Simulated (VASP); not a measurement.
Eu, 2 atoms in the cell. Symmetry: Im-3m, No. 229, cubic system. The conventional cell has a = 4.524 Å, b = 4.524 Å, c = 4.524 Å, α = 90.00°, β = 90.00°, γ = 90.00°. Eu (site symmetry m-3m) has 14 Eu at 3.92 to 4.52 Å within 5.1 Å. 

- Program: VASP 6.6.1
- Task: single point
- Functional: r2SCAN
- Potentials or basis: VASP PAW PBE potentials, release 64 (Eu)
- Cutoff: 520 eV
- k mesh: 3 × 6 × 6
- Occupations: methfessel-paxton, width 0.0776 eV
- Spin: collinear spin, ferromagnetic start
- Starting moments: [7.3, 7.3] μB
- Dipole correction: no
- Further INCAR settings: ALGO = Normal; EDIFF = 1e-07; NBANDS = 28

Potentials or basis: VASP PAW PBE potentials, release 64 (Eu).

Run with:

```sh
$ cat potpaw_PBE.64/Eu/POTCAR > POTCAR
$ cp INCAR.step1 INCAR
$ mpirun -np 1 vasp_std > vasp.out
$ cp INCAR.step2 INCAR
$ mpirun -np 1 vasp_std > vasp.out
```

Hardware: 1 thread of Intel(R) Xeon(R) Platinum 8259CL CPU @ 2.50GHz (Skylake/Cascade Lake), with other jobs on the host.

Q: Estimate the wall time of this run.

A: Wall time 12 min on 1 thread of Intel(R) Xeon(R) Platinum 8259CL CPU @ 2.50GHz (Skylake/Cascade Lake) (shared host), peak memory 0.35 GiB. Counts: k points 26.
